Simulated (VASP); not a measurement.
The system is Al.

```
CELL_PARAMETERS angstrom
2.81246 0.00000 0.00000
-1.40623 2.43566 0.00000
0.00000 0.00000 4.86685
ATOMIC_POSITIONS crystal
Al 0.33333 0.66667 0.25000
Al 0.66667 0.33333 0.75000
```

This isn't the form of Al at room conditions, which is fcc.

| Property | Result |
| --- | --- |
| Program | VASP 6.6.1 |
| Task | relaxation of cell and atoms |
| Functional | PBEsol-based screened hybrid with 25 % exact exchange |
| Potentials or basis | VASP PAW PBE potentials, release 64 (Al) |
| Cutoff | 600 eV |
| k mesh | 6 × 6 × 3 |
| Occupations | fermi-dirac, width 0.05 eV |
| Spin | no spin polarisation |

At the start: pressure 0.3 GPa; volume 16.67 Å³/atom.

How do energy, volume and symmetry change on relaxing?

Over 9 steps the energy falls by 48.3 meV/atom and the volume is 16.46 Å³/atom (-1.3 %); space group P6_3/mmc (No. 194, to 0.1 Å) before and after.

The path:
| step | energy change (eV) | largest force (eV/Å) | pressure (GPa) | volume (Å³) |
| --- | --- | --- | --- | --- |
| 1 | 0.0000 | 0.0000 | 0.27 | 33.34 |
| 2 | -0.0378 | 0.0000 | -0.97 | 33.45 |
| 3 | -0.0877 | 0.0000 | -1.21 | 33.51 |
| 4 | -0.0842 | 0.0000 | -1.64 | 33.50 |
| 5 | -0.0939 | 0.0000 | -1.47 | 33.51 |
| 6 | -0.0943 | 0.0000 | 0.90 | 32.62 |
| 7 | -0.0962 | 0.0000 | -0.26 | 33.04 |
| 8 | -0.0964 | 0.0000 | 0.19 | 32.82 |
| 9 | -0.0967 | 0.0000 | 0.01 | 32.91 |

Final structure:
```cif
data_structure
_symmetry_space_group_name_H-M 'P 1'
_symmetry_Int_Tables_number 1
_cell_length_a 2.8996
_cell_length_b 2.8996
_cell_length_c 4.5203
_cell_angle_alpha 90.000
_cell_angle_beta 90.000
_cell_angle_gamma 120.000
_cell_volume 32.91
loop_
_atom_site_label
_atom_site_type_symbol
_atom_site_fract_x
_atom_site_fract_y
_atom_site_fract_z
_atom_site_occupancy
Al1 Al 0.33333 0.66667 0.25000 1
Al2 Al 0.66667 0.33333 0.75000 1
```

Caveat: the k points lie up to 0.46 Å⁻¹ apart in the final cell, too coarse for converged energies and pressures of a metal; the PAW data sets were made with another functional, which shifts forces and pressure a little.
